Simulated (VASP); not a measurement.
# Sn12HO23 (a cell with a defect) in VASP: single point with PBE

Aim: the single point of Sn12HO23 (a cell with a defect) with PBE.

All numbers are computed with VASP 6.6.1; they aren't measurements. Logs are shortened: lines on timing, memory, paths and dates and some standing lists are left out, and cuts for length are marked.

**1. The cell of the first run**

The cell holds a defect, 36 atoms: a = 6.701 Å, b = 6.701 Å, c = 9.559 Å, α = 90.00°, β = 90.00°, γ = 90.00°.

**2. Single point, PBE**

Contents of INCAR:

```
PREC = Accurate ; ENCUT = 520
EDIFF = 1E-7 ; ISMEAR = -1
SIGMA = 0.01 ; LREAL = Auto
LASPH = T ; NELM = 100
ALGO = Normal ; ISIF = 2
LWAVE = F ; LCHARG = F
GGA = PE ; NELECT = 306.0
NBANDS = 178
```

Contents of KPOINTS:

```
regular mesh
0
Gamma
  3 3 2
```

Contents of POSCAR:

```
Sn12HO23
1.0
    4.7380000000      4.7380000000      0.0000000000
   -4.7380000000      4.7380000000      0.0000000000
    0.0000000000      0.0000000000      9.5595000000
Sn H O
12 1 23
Direct
    0.0000000000      0.0000000000      0.0000000000
    0.0000000000      0.0000000000      0.3333333333
    0.0000000000      0.0000000000      0.6666666667
    0.5000000000      0.5000000000      0.0000000000
    0.5000000000      0.5000000000      0.3333333333
    0.5000000000      0.5000000000      0.6666666667
    0.5000000000      0.0000000000      0.1666666667
    0.5000000000      0.0000000000      0.5000000000
    0.5000000000      0.0000000000      0.8333333333
    0.0000000000      0.5000000000      0.1666666667
    0.0000000000      0.5000000000      0.5000000000
    0.0000000000      0.5000000000      0.8333333333
    0.3071000000      0.0000000000      0.0000000000
    0.3071000000      0.0000000000      0.3333333333
    0.3071000000      0.0000000000      0.6666666667
    0.8071000000      0.5000000000      0.0000000000
    0.8071000000      0.5000000000      0.3333333333
    0.8071000000      0.5000000000      0.6666666667
    0.5000000000      0.3071000000      0.1666666667
    0.5000000000      0.3071000000      0.5000000000
    0.5000000000      0.3071000000      0.8333333333
    0.0000000000      0.8071000000      0.1666666667
    0.0000000000      0.8071000000      0.5000000000
    0.0000000000      0.8071000000      0.8333333333
    0.6929000000      0.0000000000      0.0000000000
    0.6929000000      0.0000000000      0.3333333333
    0.6929000000      0.0000000000      0.6666666667
    0.1929000000      0.5000000000      0.0000000000
    0.1929000000      0.5000000000      0.3333333333
    0.1929000000      0.5000000000      0.6666666667
    0.5000000000      0.6929000000      0.1666666667
    0.5000000000      0.6929000000      0.5000000000
    0.5000000000      0.6929000000      0.8333333333
    0.0000000000      0.1929000000      0.1666666667
    0.0000000000      0.1929000000      0.5000000000
    0.0000000000      0.1929000000      0.8333333333
```

Potentials or basis: VASP PAW PBE potentials, release 64 (Sn_d, H, O).

On the command line:

```console
> cat potpaw_PBE.64/Sn_d/POTCAR potpaw_PBE.64/H/POTCAR potpaw_PBE.64/O/POTCAR > POTCAR
> mpirun -np 1 vasp_std > vasp.out
```

OUTCAR:

```text
PREC = Accurate
   ENCUT = 520
   EDIFF = 1E-7
   ISMEAR = -1
   LREAL = Auto
   LASPH = T
   NELM = 100
   ISIF = 2
   GGA = PE
   NELECT = 306.0

 ion  position               nearest neighbor table
   1  0.000  0.000  0.000-  22 2.05  24 2.05  34 2.05  36 2.05  13 2.06  25 2.06   2 3.19   3 3.19
                            10 3.71  12 3.71   7 3.71   9 3.71  10 3.71  12 3.71   7 3.71   9 3.71
   2  0.000  0.000  0.333-  22 2.05  34 2.05  23 2.05  35 2.05  14 2.06  26 2.06   1 3.19   3 3.19
                             7 3.71  10 3.71  10 3.71   7 3.71   8 3.71  11 3.71  11 3.71   8 3.71
   3  0.000  0.000  0.667-  24 2.05  36 2.05  35 2.05  23 2.05  15 2.06  27 2.06   1 3.19   2 3.19
                             9 3.71  12 3.71  12 3.71   9 3.71  11 3.71  11 3.71   8 3.71   8 3.71
   4  0.500  0.500  0.000-  19 2.05  21 2.05  31 2.05  33 2.05  16 2.06  28 2.06   5 3.19   6 3.19
                            10 3.71  12 3.71   7 3.71   9 3.71   7 3.71   9 3.71  10 3.71  12 3.71
   5  0.500  0.500  0.333-  19 2.05  31 2.05  20 2.05  32 2.05  17 2.06  29 2.06   4 3.19   6 3.19
                             7 3.71  10 3.71   7 3.71  10 3.71   8 3.71   8 3.71  11 3.71  11 3.71
   6  0.500  0.500  0.667-  21 2.05  33 2.05  32 2.05  20 2.05  18 2.06  30 2.06   4 3.19   5 3.19
                             9 3.71  12 3.71   9 3.71  12 3.71   8 3.71  11 3.71  11 3.71   8 3.71
   7  0.500  0.000  0.167-  14 2.05  26 2.05  25 2.05  13 2.05  19 2.06  31 2.06   8 3.19   9 3.19
                             2 3.71   5 3.71   5 3.71   2 3.71   4 3.71   4 3.71   1 3.71   1 3.71
   8  0.500  0.000  0.500-  14 2.05  15 2.05  26 2.05  27 2.05  20 2.06  32 2.06   7 3.19   9 3.19
                             2 3.71   3 3.71   5 3.71   6 3.71   5 3.71   6 3.71   2 3.71   3 3.71
   9  0.500  0.000  0.833-  15 2.05  27 2.05  25 2.05  13 2.05  21 2.06  33 2.06   8 3.19   7 3.19
                             3 3.71   6 3.71   6 3.71   3 3.71   4 3.71   4 3.71   1 3.71   1 3.71
  10  0.000  0.500  0.167-  17 2.05  29 2.05  28 2.05  16 2.05  22 2.06  34 2.06  11 3.19  12 3.19
                             2 3.71   5 3.71   2 3.71   5 3.71   1 3.71   4 3.71   4 3.71   1 3.71
  11  0.000  0.500  0.500-  17 2.05  18 2.05  29 2.05  30 2.05  23 2.06  35 2.06  10 3.19  12 3.19
                             2 3.71   3 3.71   5 3.71   6 3.71   2 3.71   3 3.71   5 3.71   6 3.71
  12  0.000  0.500  0.833-  18 2.05  30 2.05  28 2.05  16 2.05  24 2.06  36 2.06  11 3.19  10 3.19
                             3 3.71   6 3.71   3 3.71   6 3.71   1 3.71   4 3.71   4 3.71   1 3.71
  13  0.307  0.000  0.000-   7 2.05   9 2.05   1 2.06
  14  0.307  0.000  0.333-   7 2.05   8 2.05   2 2.06
  15  0.307  0.000  0.667-   9 2.05   8 2.05   3 2.06
  16  0.807  0.500  0.000-  10 2.05  12 2.05   4 2.06
  17  0.807  0.500  0.333-  10 2.05  11 2.05   5 2.06
  18  0.807  0.500  0.667-  12 2.05  11 2.05   6 2.06
[... 16 lines left out ...]
  35  0.000  0.193  0.500-   2 2.05   3 2.05  11 2.06
  36  0.000  0.193  0.833-   3 2.05   1 2.05  12 2.06

  LATTYP: Found a simple tetragonal cell.
 ALAT       =     6.7005438585
 C/A-ratio  =     1.4266752374

  Lattice vectors:

 A1 = (   4.7380000000,   4.7380000000,   0.0000000000)
 A2 = (  -4.7380000000,   4.7380000000,   0.0000000000)
 A3 = (   0.0000000000,   0.0000000000,   9.5595000000)

Analysis of symmetry for initial positions (statically):
=====================================================================
 Subroutine PRICEL returns:
 Original cell was already a primitive cell.

 Routine SETGRP: Setting up the symmetry group for a
 simple tetragonal supercell.

 Subroutine GETGRP returns: Found  4 space group operations
 (whereof  4 operations were pure point group operations)
 out of a pool of 16 trial point group operations.

The static configuration has the point symmetry C_2v.

Analysis of symmetry for dynamics (positions and initial velocities):
=====================================================================
 Subroutine PRICEL returns:
 Original cell was already a primitive cell.

 Routine SETGRP: Setting up the symmetry group for a
 simple tetragonal supercell.

 Subroutine GETGRP returns: Found  4 space group operations
 (whereof  4 operations were pure point group operations)
 out of a pool of 16 trial point group operations.

The dynamic configuration has the point symmetry C_2v.

 Subroutine INISYM returns: Found  4 space group operations
 (whereof  4 operations are pure point group operations),
 and found     1 'primitive' translations

----------------------------------------------------------------------------------------

                                     Primitive cell

  volume of cell :     429.1956

  direct lattice vectors                    reciprocal lattice vectors
     4.738000000  4.738000000  0.000000000     0.105529759  0.105529759  0.000000000
    -4.738000000  4.738000000  0.000000000    -0.105529759  0.105529759  0.000000000
     0.000000000  0.000000000  9.559500000     0.000000000  0.000000000  0.104607982

  length of vectors
     6.700543859  6.700543859  9.559500000     0.149241617  0.149241617  0.104607982

  position of ions in fractional coordinates (direct lattice)
     0.000000000  0.000000000  0.000000000
     0.000000000  0.000000000  0.333333333
     0.000000000  0.000000000  0.666666667
     0.500000000  0.500000000  0.000000000
     0.500000000  0.500000000  0.333333333
     0.500000000  0.500000000  0.666666667
[... 28 lines left out ...]
     0.000000000  0.192900000  0.500000000
     0.000000000  0.192900000  0.833333333

  ion indices of the primitive-cell ions
   primitive index   ion index
                 1           1
                 2           2
                 3           3
                 4           4
                 5           5
                 6           6
[... 28 lines left out ...]
                35          35
                36          36

----------------------------------------------------------------------------------------

 KPOINTS: regular mesh

Automatic generation of k-mesh.
 Grid dimensions read from file:
 generate k-points for:    3    3    2

 Generating k-lattice:

  Cartesian coordinates                     Fractional coordinates (reciprocal lattice)
     0.035176586  0.035176586  0.000000000     0.333333333  0.000000000  0.000000000
    -0.035176586  0.035176586  0.000000000     0.000000000  0.333333333  0.000000000
     0.000000000  0.000000000  0.052303991     0.000000000  0.000000000  0.500000000

  Length of vectors
     0.049747206  0.049747206  0.052303991

  Shift w.r.t. Gamma in fractional coordinates (k-lattice)
     0.000000000  0.000000000  0.000000000

 Subroutine IBZKPT returns following result:
 ===========================================

 Found      8 irreducible k-points:

 Following reciprocal coordinates:
            Coordinates               Weight
  0.000000  0.000000  0.000000      1.000000
  0.333333  0.000000  0.000000      2.000000
  0.000000  0.333333  0.000000      2.000000
  0.333333  0.333333  0.000000      4.000000
  0.000000  0.000000  0.500000      1.000000
  0.333333  0.000000  0.500000      2.000000
  0.000000  0.333333  0.500000      2.000000
  0.333333  0.333333  0.500000      4.000000
   k-points           NKPTS =      8   k-points in BZ     NKDIM =      8   number of bands    NBANDS=    178
   number of dos      NEDOS =    301   number of ions     NIONS =     36
   total plane-waves  NPLWV = 180000
   dimension x,y,z NGX =    50 NGY =   50 NGZ =   72
   dimension x,y,z NGXF=   100 NGYF=  100 NGZF=  144
   ions per type =              12   1  23
   NGX,Y,Z   is equivalent  to a cutoff of  12.41, 12.41, 12.52 a.u.
   NGXF,Y,Z  is equivalent  to a cutoff of  24.81, 24.81, 25.04 a.u.
 SYSTEM =  unknown system
   PREC   = accura    normal or accurate (medium, high low for compatibility)
   ISTART =      0    job   : 0-new  1-cont  2-samecut
   ICHARG =      2    charge: 1-file 2-atom 10-const
   ISPIN  =      1    spin polarized calculation?
   LNONCOLLINEAR =      F non collinear calculations
   LSORBIT =      F    spin-orbit coupling
   LASPH  =      T    aspherical Exc in radial PAW
   ENCUT  =  520.0 eV  38.22 Ry    6.18 a.u.  12.46 12.46 17.77*2*pi/ulx,y,z
   NELM   =    100;   NELMIN=  2; NELMDL= -5     # of ELM steps
   EDIFF  = 0.1E-06   stopping-criterion for ELM
   LREAL  =      T    real-space projection
   EDIFFG = 0.1E-05   stopping-criterion for IOM
   NSW    =      0    number of steps for IOM
   IBRION =     -1    ionic relax: 0-MD 1-quasi-New 2-CG
   NFREE  =      0    steps in history (QN), initial steepest desc. (CG)
   ISIF   =      2    stress and relaxation
   ISYM   =      2    0-nonsym 1-usesym 2-fastsym
   POTIM  = 0.5000    time-step for ionic-motion
   TEBEG  =    0.0;   TEEND  =   0.0 temperature during run
   PSTRESS=    0.0 pullay stress
   NELECT =     306.0000    total number of electrons
   NUPDOWN=      -1.0000    fix difference up-down
   EMIN   =  10.00;   EMAX   =-10.00  energy-range for DOS
   EFERMI =   0.00;   METHOD = LEGACY
   ISMEAR =    -1;   SIGMA  =   0.01  broadening in eV -4-tet -1-fermi 0-gaus
   EFERMI_NEDOS =   21; number of points for ismear=-14 and -15
   IALGO  =     38    algorithm
   IMIX   =      4    mixing-type and parameters
     AMIX     =   0.40;   BMIX     =  1.00
     AMIX_MAG =   1.60;   BMIX_MAG =  1.00
  volume/ion in A,a.u.               =      11.92        80.45
  Fermi-wavevector in a.u.,A,eV,Ry     =   1.462503  2.763731 29.101721  2.138916
  Thomas-Fermi vector in A             =   2.578709
   LORBIT       =      0    0 simple, 1 ext, 2 COOP (PROOUT), +10 PAW based schemes
   GGA     = PE    functional components
   LHFCALC =     F    Hartree Fock is set to
   AEXX    =    0.0000 exact exchange contribution
   IVDW    =     0    specifies the selected vdW correction
   LEPSILON=     F    determine dielectric tensor
   LRPA    =     F    only Hartree local field effects (RPA)
 non-spin polarized calculation
  energy-cutoff  :      520.00
  volume of cell :      429.20
 maximum number of plane-waves:     11628
 NGX is ok and might be reduce to    50
   NGX = 25   NGY = 25   NGZ = 35

 number of electron     306.0000088 magnetization

 Free energy of the ion-electron system (eV)
  ---------------------------------------------------
  ext. energy  EPLUGINS =         0.00000000
  ---------------------------------------------------
  free energy    TOTEN  =      -225.31628154 eV

  energy without entropy =     -225.31628154  energy(sigma->0) =     -225.31628154

 E-fermi :   6.3441     XC(G=0): -11.1604

 val. band max:        6.0787464959   @ k =   0.0000   0.0000   0.0000
 cond. band min:       7.8186235340   @ k =   0.0000   0.0000   0.0000
 fundamental gap:      1.7398770382
 Fermi energy:         6.3441215569

 k-point     1 :       0.0000    0.0000    0.0000
  band No.  band energies     occupation
      1     -15.2010      2.00000
      2     -14.9701      2.00000
      3     -14.9606      2.00000
      4     -14.9047      2.00000
      5     -14.8222      2.00000
      6     -14.7712      2.00000
[... 1333 lines left out ...]
    164      12.3857      0.00000
    165      12.4191      0.00000
 [bands above 165 left out]

------------------------ aborting loop because EDIFF is reached ----------------------------------------

  FORCE on cell =-STRESS in cart. coord.  units (eV):
  Direction    XX          YY          ZZ          XY          YZ          ZX
  --------------------------------------------------------------------------------------
  -------------------------------------------------------------------------------------
  Total       13.1508056     13.1508056     22.9003525     -0.4834376      0.0000000      0.0000000
  in kB       49.0916527     49.0916527     85.4864857     -1.8046613      0.0000000      0.0000000
  external PRESSURE =      61.2232637 kB  Pullay stress =       0.0000000 kB

 VOLUME and BASIS-vectors are now :
 -----------------------------------------------------------------------------
  energy-cutoff  :      520.00
  volume of cell :      429.20
      direct lattice vectors                 reciprocal lattice vectors
     4.738000000  4.738000000  0.000000000     0.105529759  0.105529759  0.000000000
    -4.738000000  4.738000000  0.000000000    -0.105529759  0.105529759  0.000000000
     0.000000000  0.000000000  9.559500000     0.000000000  0.000000000  0.104607982

 POSITION                                       TOTAL-FORCE (eV/Angst)
 -----------------------------------------------------------------------------------
      0.00000      0.00000      0.00000        -0.547960     -0.547960      0.000000
      0.00000      0.00000      3.18650        -0.124346     -0.124346      0.642894
      0.00000      0.00000      6.37300        -0.124346     -0.124346     -0.642894
      0.00000      4.73800      0.00000         0.153954      0.153954      0.000000
      0.00000      4.73800      3.18650        -0.031963     -0.031963      0.689323
      0.00000      4.73800      6.37300        -0.031963     -0.031963     -0.689323
[... 28 lines left out ...]
     -0.91396      0.91396      4.77975        -0.157225      0.206529      0.000000
     -0.91396      0.91396      7.96625         0.249978      0.158319      0.542683
 -----------------------------------------------------------------------------------
    total drift:                               -0.003801     -0.003801     -0.000000

  FREE ENERGIE OF THE ION-ELECTRON SYSTEM (eV)
  ---------------------------------------------------
  free  energy   TOTEN  =      -225.3162815396 eV

  energy  without entropy=     -225.3162815396  energy(sigma->0) =     -225.31628154
```

It took 27 min on 1 thread of Intel Xeon Platinum 8259CL at 2.50GHz (Skylake/Cascade Lake), shared host; peak memory 0.66 GiB.

What came out:

```
Free energy   : -225.3163 eV
Largest force : 1.467 eV/Å
```

Forces in eV/Å, atoms in the order of the input:
```
Sn  -0.548 -0.548  0.000
Sn  -0.124 -0.124  0.643
Sn  -0.124 -0.124 -0.643
Sn   0.154  0.154  0.000
Sn  -0.032 -0.032  0.689
Sn  -0.032 -0.032 -0.689
Sn   0.507  0.507  1.280
Sn   0.204  0.204  0.000
Sn   0.507  0.507 -1.280
Sn  -0.037 -0.037  0.259
Sn   0.022  0.022  0.000
Sn  -0.037 -0.037 -0.259
H   -0.007 -0.007  0.000
O   -0.238 -0.238 -0.539
O   -0.238 -0.238  0.539
O   -0.233 -0.233  0.000
O   -0.256 -0.256 -0.256
O   -0.256 -0.256  0.256
O    0.402 -0.678 -0.487
O    0.254 -0.278  0.000
O    0.402 -0.678  0.487
O    0.158  0.250 -0.543
O    0.207 -0.157  0.000
O    0.158  0.250  0.543
O   -0.551 -0.551  0.000
O    0.143  0.143 -0.360
O    0.143  0.143  0.360
O    0.288  0.288  0.000
O    0.227  0.227 -0.220
O    0.227  0.227  0.220
O   -0.678  0.402 -0.487
O   -0.278  0.254  0.000
O   -0.678  0.402  0.487
O    0.250  0.158 -0.543
O   -0.157  0.207  0.000
O    0.250  0.158  0.543
```

Caveat: the cell carries a net charge on a neutralising background, which shifts energy and pressure; the cell is charged against a uniform background, so pressure and absolute levels hang on convention; spin-orbit coupling is left out, which moves the levels of the heavy elements.
